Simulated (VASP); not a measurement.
# Sb (Pm-3m) in VASP: a series of runs

Aim: see how the results for Sb move with the level of theory and the settings. Levels: PBE, PBEsol. Tasks: single point.

Program: VASP 6.6.1. These are calculated values, not measurements. Logs are shortened: lines on timing, memory, paths and dates and some standing lists are left out, and cuts for length are marked.

## 1. The cell of the first run

Symmetry: Pm-3m, No. 221, cubic system. The conventional cell has a = 3.083 Å, b = 3.083 Å, c = 3.083 Å, α = 90.00°, β = 90.00°, γ = 90.00°. Sb (site symmetry m-3m) has 6 Sb at 3.08 Å within 4.1 Å.

## 2. Single point, PBE

INCAR reads:

```
SYSTEM = Sb
  PREC = Accurate
  ENCUT = 520
  EDIFF = 1E-7
  ISMEAR = -1
  SIGMA = 0.05
  LREAL = .False.
  LASPH = .True.
  NELM = 100
  ALGO = Normal
  ISIF = 2
  LWAVE = .False.
  LCHARG = .True.
  GGA = PE
  LELF = .True.
  LVHAR = .True.
  NBANDS = 8
```

KPOINTS reads:

```
Automatic mesh
0
Gamma
  12 12 12
  0 0 0
```

POSCAR reads:

```
Sb
1.0
    3.0833436100      0.0000000000      0.0000000000
    0.0000000000      3.0833436100      0.0000000000
    0.0000000000      0.0000000000      3.0833436100
Sb
1
Direct
    0.0000000000      0.0000000000      0.0000000000
```

Potentials or basis: VASP PAW PBE potentials, release 64 (Sb).

Run with:

```bash
cat potpaw_PBE.64/Sb/POTCAR > POTCAR
mpirun -np 1 vasp_std > vasp.out
```

OUTCAR:

```text
SYSTEM = Sb
   PREC = Accurate
   ENCUT = 520
   EDIFF = 1E-7
   ISMEAR = -1
   LREAL = .False.
   LASPH = .True.
   NELM = 100
   ISIF = 2
   GGA = PE

 ion  position               nearest neighbor table
   1  0.000  0.000  0.000-

  LATTYP: Found a simple cubic cell.
 ALAT       =     3.0833436100

  Lattice vectors:

 A1 = (   3.0833436100,   0.0000000000,   0.0000000000)
 A2 = (   0.0000000000,   3.0833436100,   0.0000000000)
 A3 = (   0.0000000000,   0.0000000000,   3.0833436100)

Analysis of symmetry for initial positions (statically):
=====================================================================
 Subroutine PRICEL returns:
 Original cell was already a primitive cell.

 Routine SETGRP: Setting up the symmetry group for a
 simple cubic supercell.

 Subroutine GETGRP returns: Found 48 space group operations
 (whereof 48 operations were pure point group operations)
 out of a pool of 48 trial point group operations.

The static configuration has the point symmetry O_h .

Analysis of symmetry for dynamics (positions and initial velocities):
=====================================================================
 Subroutine PRICEL returns:
 Original cell was already a primitive cell.

 Routine SETGRP: Setting up the symmetry group for a
 simple cubic supercell.

 Subroutine GETGRP returns: Found 48 space group operations
 (whereof 48 operations were pure point group operations)
 out of a pool of 48 trial point group operations.

The dynamic configuration has the point symmetry O_h .

 Subroutine INISYM returns: Found 48 space group operations
 (whereof 48 operations are pure point group operations),
 and found     1 'primitive' translations

----------------------------------------------------------------------------------------

                                     Primitive cell

  volume of cell :      29.3134

  direct lattice vectors                    reciprocal lattice vectors
     3.083343610  0.000000000  0.000000000     0.324323243  0.000000000  0.000000000
     0.000000000  3.083343610  0.000000000     0.000000000  0.324323243  0.000000000
     0.000000000  0.000000000  3.083343610     0.000000000  0.000000000  0.324323243

  length of vectors
     3.083343610  3.083343610  3.083343610     0.324323243  0.324323243  0.324323243

  position of ions in fractional coordinates (direct lattice)
     0.000000000  0.000000000  0.000000000

  ion indices of the primitive-cell ions
   primitive index   ion index
                 1           1

----------------------------------------------------------------------------------------

 KPOINTS: Automatic mesh

Automatic generation of k-mesh.
 Grid dimensions read from file:
 generate k-points for:   12   12   12

 Generating k-lattice:

  Cartesian coordinates                     Fractional coordinates (reciprocal lattice)
     0.027026937  0.000000000  0.000000000     0.083333333  0.000000000  0.000000000
     0.000000000  0.027026937  0.000000000     0.000000000  0.083333333  0.000000000
     0.000000000  0.000000000  0.027026937     0.000000000  0.000000000  0.083333333

  Length of vectors
     0.027026937  0.027026937  0.027026937

  Shift w.r.t. Gamma in fractional coordinates (k-lattice)
     0.000000000  0.000000000  0.000000000

 Subroutine IBZKPT returns following result:
 ===========================================

 Found     84 irreducible k-points:

 Following reciprocal coordinates:
            Coordinates               Weight
  0.000000  0.000000  0.000000      1.000000
  0.083333  0.000000  0.000000      6.000000
  0.166667  0.000000  0.000000      6.000000
  0.250000  0.000000  0.000000      6.000000
  0.333333  0.000000  0.000000      6.000000
  0.416667  0.000000  0.000000      6.000000
[... 16 lines left out ...]
  0.333333  0.333333  0.000000     12.000000
  0.416667  0.333333  0.000000     24.000000
 [... further k-points ...]
   k-points           NKPTS =     84   k-points in BZ     NKDIM =     84   number of bands    NBANDS=      8
   number of dos      NEDOS =    301   number of ions     NIONS =      1
   total plane-waves  NPLWV =  13824
   dimension x,y,z NGX =    24 NGY =   24 NGZ =   24
   dimension x,y,z NGXF=    48 NGYF=   48 NGZF=   48
   ions per type =               1
   NGX,Y,Z   is equivalent  to a cutoff of  12.94, 12.94, 12.94 a.u.
   NGXF,Y,Z  is equivalent  to a cutoff of  25.88, 25.88, 25.88 a.u.
 SYSTEM =  Sb
   PREC   = accura    normal or accurate (medium, high low for compatibility)
   ISTART =      0    job   : 0-new  1-cont  2-samecut
   ICHARG =      2    charge: 1-file 2-atom 10-const
   ISPIN  =      1    spin polarized calculation?
   LNONCOLLINEAR =      F non collinear calculations
   LSORBIT =      F    spin-orbit coupling
   LASPH  =      T    aspherical Exc in radial PAW
   ENCUT  =  520.0 eV  38.22 Ry    6.18 a.u.   5.73  5.73  5.73*2*pi/ulx,y,z
   NELM   =    100;   NELMIN=  2; NELMDL= -5     # of ELM steps
   EDIFF  = 0.1E-06   stopping-criterion for ELM
   LREAL  =      F    real-space projection
   EDIFFG = 0.1E-05   stopping-criterion for IOM
   NSW    =      0    number of steps for IOM
   IBRION =     -1    ionic relax: 0-MD 1-quasi-New 2-CG
   NFREE  =      0    steps in history (QN), initial steepest desc. (CG)
   ISIF   =      2    stress and relaxation
   ISYM   =      2    0-nonsym 1-usesym 2-fastsym
   POTIM  = 0.5000    time-step for ionic-motion
   TEBEG  =    0.0;   TEEND  =   0.0 temperature during run
   PSTRESS=    0.0 pullay stress
   NELECT =       5.0000    total number of electrons
   NUPDOWN=      -1.0000    fix difference up-down
   EMIN   =  10.00;   EMAX   =-10.00  energy-range for DOS
   EFERMI =   0.00;   METHOD = LEGACY
   ISMEAR =    -1;   SIGMA  =   0.05  broadening in eV -4-tet -1-fermi 0-gaus
   EFERMI_NEDOS =   21; number of points for ismear=-14 and -15
   IALGO  =     38    algorithm
   IMIX   =      4    mixing-type and parameters
     AMIX     =   0.40;   BMIX     =  1.00
     AMIX_MAG =   1.60;   BMIX_MAG =  1.00
  volume/ion in A,a.u.               =      29.31       197.82
  Fermi-wavevector in a.u.,A,eV,Ry     =   0.907910  1.715702 11.215296  0.824301
  Thomas-Fermi vector in A             =   2.031774
   LORBIT       =      0    0 simple, 1 ext, 2 COOP (PROOUT), +10 PAW based schemes
   GGA     = PE    functional components
   LHFCALC =     F    Hartree Fock is set to
   AEXX    =    0.0000 exact exchange contribution
   IVDW    =     0    specifies the selected vdW correction
   LEPSILON=     F    determine dielectric tensor
   LRPA    =     F    only Hartree local field effects (RPA)
 non-spin polarized calculation
  energy-cutoff  :      520.00
  volume of cell :       29.31
 maximum number of plane-waves:       840
 NGX is ok and might be reduce to    24
   NGX = 11   NGY = 11   NGZ = 11

 number of electron       4.9999999 magnetization

 Free energy of the ion-electron system (eV)
  ---------------------------------------------------
  ext. energy  EPLUGINS =         0.00000000
  ---------------------------------------------------
  free energy    TOTEN  =        -4.07753754 eV

  energy without entropy =       -4.07135106  energy(sigma->0) =       -4.07444430

 E-fermi :   7.4506     XC(G=0):  -9.7006

 val. band max:        7.4257844075   @ k =   0.4167   0.2500   0.0833
 cond. band min:       7.4554268862   @ k =   0.1667   0.0833   0.0000
 fundamental gap:      0.0296424787
 Fermi energy:         7.4506357108

 k-point     1 :       0.0000    0.0000    0.0000
  band No.  band energies     occupation
      1      -5.1667      2.00000
      2      10.6676      0.00000
      3      10.6676      0.00000
      4      10.6676      0.00000
      5      14.2918      0.00000
      6      14.2918      0.00000
      7      15.7239      0.00000
      8      25.0900      0.00000

 k-point     2 :       0.0833    0.0000    0.0000
  band No.  band energies     occupation
      1      -5.0642      2.00000
      2       9.4313      0.00000
      3      10.7692      0.00000
      4      10.7692      0.00000
      5      14.3722      0.00000
      6      14.9940      0.00000
      7      16.4777      0.00000
      8      24.2133      0.00000

 k-point     3 :       0.1667    0.0000    0.0000
  band No.  band energies     occupation
      1      -4.7604      2.00000
      2       7.3591      1.72353
      3      11.0637      0.00000
      4      11.0637      0.00000
      5      14.6118      0.00000
      6      15.4798      0.00000
      7      18.6989      0.00000
      8      22.7959      0.00000

 k-point     4 :       0.2500    0.0000    0.0000
  band No.  band energies     occupation
      1      -4.2708      2.00000
      2       5.3319      2.00000
      3      11.5162      0.00000
      4      11.5162      0.00000
      5      15.0033      0.00000
      6      15.9606      0.00000
      7      21.0902      0.00000
      8      21.3777      0.00000

 k-point     5 :       0.3333    0.0000    0.0000
  band No.  band energies     occupation
      1      -3.6395      2.00000
      2       3.5538      2.00000
      3      12.0525      0.00000
      4      12.0525      0.00000
      5      15.5240      0.00000
      6      16.5910      0.00000
      7      20.1209      0.00000
      8      20.1209      0.00000
[... 177 lines left out ...]
 k-point    22 :       0.5000    0.2500    0.0000
  band No.  band energies     occupation
      1      -1.7644      2.00000
      2       2.4851      2.00000
      3       7.5770      0.14805
      4      12.5194      0.00000
      5      13.6077      0.00000
      6      18.1898      0.00000
      7      19.2896      0.00000
      8      19.5226      0.00000

 k-point    23 :       0.3333    0.3333    0.0000
  band No.  band energies     occupation
      1      -2.0935      2.00000
      2       4.7448      2.00000
      3       5.2087      2.00000
      4      12.5425      0.00000
      5      13.4628      0.00000
      6      17.5203      0.00000
      7      21.1488      0.00000
      8      21.3103      0.00000

 k-point    24 :       0.4167    0.3333    0.0000
  band No.  band energies     occupation
      1      -1.4314      2.00000
      2       3.5856      2.00000
      3       5.5300      2.00000
      4      11.4229      0.00000
      5      13.9496      0.00000
      6      18.2428      0.00000
      7      20.3417      0.00000
      8      20.5654      0.00000

 [... further k-points ...]
[... 5 lines left out ...]
  --------------------------------------------------------------------------------------
  -------------------------------------------------------------------------------------
  Total        0.2745493      0.2745493      0.2745493     -0.0000000      0.0000000     -0.0000000
  in kB       15.0060069     15.0060069     15.0060069     -0.0000000      0.0000000     -0.0000000
  external PRESSURE =      15.0060069 kB  Pullay stress =       0.0000000 kB

 VOLUME and BASIS-vectors are now :
 -----------------------------------------------------------------------------
  energy-cutoff  :      520.00
  volume of cell :       29.31
      direct lattice vectors                 reciprocal lattice vectors
     3.083343610  0.000000000  0.000000000     0.324323243  0.000000000  0.000000000
     0.000000000  3.083343610  0.000000000     0.000000000  0.324323243  0.000000000
     0.000000000  0.000000000  3.083343610     0.000000000  0.000000000  0.324323243

 POSITION                                       TOTAL-FORCE (eV/Angst)
 -----------------------------------------------------------------------------------
      0.00000      0.00000      0.00000         0.000000      0.000000      0.000000
 -----------------------------------------------------------------------------------
    total drift:                                0.000000      0.000000      0.000000

  FREE ENERGIE OF THE ION-ELECTRON SYSTEM (eV)
  ---------------------------------------------------
  free  energy   TOTEN  =        -4.0775375427 eV

  energy  without entropy=       -4.0713510589  energy(sigma->0) =       -4.07444430
```

It took 5.2 s on 1 thread of Intel Xeon 6975P-C (Granite Rapids), shared host; peak memory 0.14 GiB.

What came out:

```yaml
Free_energy: -4.0775 eV
Pressure: 1.5 GPa
```

Caveat: spin-orbit coupling is left out, which moves the levels of the heavy elements.

[end of part 1 of 2]
